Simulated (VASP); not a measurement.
Wanted: the native input for a VASP 6.6.1 run.

| Property | Result |
| --- | --- |
| Task | relaxation of cell and atoms |
| Functional | PBE |
| Potentials or basis | VASP PAW PBE potentials, release 64 (Mg, O) |
| Cutoff | 600 eV |
| k mesh | 10 × 10 × 10 |
| Occupations | gaussian, width 0.01 eV |
| Spin | no spin polarisation |
| Target pressure | 50 GPa |
| Dipole correction | no |
| Further INCAR settings | ALGO = Normal; EDIFF = 1e-07; IBRION = 2; EDIFFG = -0.001; NSW = 80; ISIF = 3 |

The structure of MgO lies in POSCAR:

```
MgO
1.0
    0.0000000000      2.1269229054      2.1269229054
    2.1269229054      0.0000000000      2.1269229054
    2.1269229054      2.1269229054      0.0000000000
Mg O
1 1
Direct
    0.0000000000      0.0000000000      0.0000000000
    0.5000000000      0.5000000000      0.5000000000
```

These files were run (other wordings do the same):

INCAR

```
SYSTEM = MgO
PREC = Accurate
ENCUT = 600
EDIFF = 1E-7
ISMEAR = 0
SIGMA = 0.01
LREAL = .FALSE.
LASPH = .TRUE.
NELM = 120
ALGO = Normal
ISIF = 3
LWAVE = .FALSE.
LCHARG = .FALSE.
GGA = PE
IBRION = 2
NSW = 80
EDIFFG = -0.001
PSTRESS = 500.0
GGA_COMPAT = .FALSE.
NELMIN = 4
```

KPOINTS

```
regular mesh
0
G
  10 10 10
  0 0 0
```

Potentials or basis: VASP PAW PBE potentials, release 64 (Mg, O).

Command:

```sh
$ cat potpaw_PBE.64/Mg/POTCAR potpaw_PBE.64/O/POTCAR > POTCAR
$ mpirun -np 1 vasp_std > vasp.out
```

Results of the run:

```json
{
 "Relaxed volume": "7.74 Å³/atom",
 "Relaxed cell": "a = 2.797 Å, b = 2.797 Å, c = 2.797 Å, α = 60.00°, β = 60.00°, γ = 60.00°",
 "Space group after relaxing (to 0.1 Å)": "Fm-3m (No. 225)",
 "Energy change on relaxing (the run minimises the enthalpy)": "+236.0 meV/atom",
 "Ionic steps": "7",
 "Pressure after relaxing": "50.0 GPa",
 "Band gap on the k mesh": "6.79 eV"
}
```

Caveat: the cell is relaxed towards a set pressure, so the run minimises the enthalpy, not the energy; the volume moved by over 15 % at a fixed basis, so the end points are rough.

Wall time 66 s on 1 thread of Intel Xeon 8259CL, with other jobs on the host, peak memory 0.15 GiB.
